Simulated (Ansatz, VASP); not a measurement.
## Ga: VASP beside Ansatz

The input INCAR:

```
PREC = Accurate
ENCUT = 520
EDIFF = 1E-7
ISMEAR = 0
SIGMA = 0.1
LREAL = False
LASPH = True
NELM = 60
ALGO = Normal
ISIF = 2
LWAVE = False
LCHARG = False
GGA = PE
NBANDS = 26
```

The input KPOINTS:

```
regular mesh
0
Gamma
  4 4 4
```

Contents of POSCAR:

```
Ga
1.0
    3.9202536200      0.0000000000      0.0000000000
    0.0000000000      3.9202536200      0.0000000000
    0.0000000000      0.0000000000      3.9202536200
Ga
3
Direct
    0.0000000000      0.5000000000      0.5000000000
    0.5000000000      0.0000000000      0.5000000000
    0.5000000000      0.5000000000      0.0000000000
```

Input for Ansatz:

```yaml
crystal:
  lattice:
    - [3.92025362, 0.0, 0.0]
    - [0.0, 3.92025362, 0.0]
    - [0.0, 0.0, 3.92025362]
  atoms:
    - { symbol: Ga, position: [0.0, 0.5, 0.5] }
    - { symbol: Ga, position: [0.5, 0.0, 0.5] }
    - { symbol: Ga, position: [0.5, 0.5, 0.0] }
basis:
  ecutwfc: 420
kpoints:
  mp_grid: { grid: [4, 4, 4] }
hamiltonian:
  xc: pbe
scf:
  occupations: { method: gaussian, width: 0.1 }
  lower_state_search: "off"
output:
  forces: true
  stress: true
  eigenvalues: true
```

Alike in both runs: task single point; functional PBE; k mesh 4 × 4 × 4; occupations gaussian, width 0.1 eV; no spin polarisation.

```csv
,VASP,Ansatz
version,VASP 6.6.1,Ansatz 0.2.0
potentials or method,"VASP PAW PBE potentials, release 64 (Ga_d), cutoff 520 eV","scalar-relativistic, plane waves, PAW"
valence electrons in the cell,39,39
```

Ansatz gave:

| Quantity | Value |
| --- | --- |
| gap on the k mesh at the Fermi level (eV) | none |
| pressure (GPa) | 0.9 |

Q: What did VASP give for the same quantities?

A: gap on the k mesh at the Fermi level (eV): none; pressure (GPa): 1.0.

A gap of «none» marks a metal or a gap that the smearing closes.

The k mesh is coarse, so the values compare programs but aren't converged.
